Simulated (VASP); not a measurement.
Crystal: ZrP3.

```
Zr P
1.0
     0.00000    3.97611    0.00000
     3.97611    0.00000    0.00000
     1.98805    1.98805   -4.37012
Zr P
1 3
Direct
  0.00000 0.00000 0.00000
  0.50000 0.50000 0.00000
  0.75000 0.25000 0.50000
  0.25000 0.75000 0.50000
```

```yaml
Program: VASP 6.6.1
Task: relaxation of cell and atoms
Functional: r2SCAN
Potentials_or_basis: VASP PAW PBE potentials, release 64 (Zr_sv, P)
Cutoff: 600 eV
k_mesh: 5 × 5 × 5
Occupations: gaussian, width 0.1008 eV
Spin: no spin polarisation
```

At the start: pressure -8.6 GPa; volume 17.27 Å³/atom.

Task: Where does the relaxation end?

Result: Over 11 steps the energy falls by 114.2 meV/atom and the volume is 16.26 Å³/atom (-5.8 %); space group I4/mmm (No. 139, to 0.1 Å) before and after.

Step by step:
```
step  energy change (eV)  largest force (eV/Å)  pressure (GPa)  volume (Å³)
   1              0.0000                0.0000           -8.55        69.09
   2             -0.2631                0.0000            8.51        60.18
   3             -0.3020                0.0000            3.26        62.26
   4             -0.4104                0.0000            3.25        62.94
   5             -0.4363                0.0000            3.24        63.29
   6             -0.3326                0.0000            5.11        63.84
   7             -0.4394                0.0000            3.36        63.38
   8             -0.4380                0.0000           -3.21        66.85
   9             -0.4564                0.0000           -0.02        65.05
  10             -0.4564                0.0000            0.04        65.02
  11             -0.4566                0.0000            0.05        65.06
```

Final structure:
```
Zr P
1.0
     0.00000    3.69877    0.00000
     3.69877    0.00000    0.00000
     1.84938    1.84938   -4.75545
Zr P
1 3
Direct
  0.00000 0.00000 0.00000
  0.50000 0.50000 0.00000
  0.75000 0.25000 0.50000
  0.25000 0.75000 0.50000
```

Caveat: the PAW data sets were made with another functional, which shifts forces and pressure a little.
